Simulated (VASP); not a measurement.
Nb, 1 atom in the cell. It takes space group Fm-3m (No. 225, cubic). Conventional cell: a = 4.170 Å, b = 4.170 Å, c = 4.170 Å, α = 90.00°, β = 90.00°, γ = 90.00°. Within 3.9 Å of Nb (site symmetry m-3m) lie 12 Nb at 2.95 Å. 

| Item | Value |
| --- | --- |
| Program | VASP 6.6.1 |
| Task | single point |
| Functional | PBE |
| Dispersion | D3(BJ) |
| Potentials or basis | VASP PAW PBE potentials, release 64 (Nb_sv) |
| Cutoff | 520 eV |
| k mesh | 11 × 11 × 11 |
| Occupations | fermi-dirac, width 0.05 eV |
| Spin | no spin polarisation |
| Dipole correction | no |
| Further INCAR settings | ALGO = Fast; EDIFF = 1e-07; NBANDS = 12 |

Potentials or basis: VASP PAW PBE potentials, release 64 (Nb_sv).

Launch:

```console
$ cat potpaw_PBE.64/Nb_sv/POTCAR > POTCAR
$ mpirun -np 1 vasp_std > vasp.out
```

Hardware: 1 thread of Intel Xeon 6975P-C, on a shared host.

**Question.** How long does it take, and how much memory?

**Answer.** It took 52 s on 1 thread of Intel Xeon 6975P-C (shared host), peak memory 0.15 GiB. Counts: scf iterations 28, k points 56.
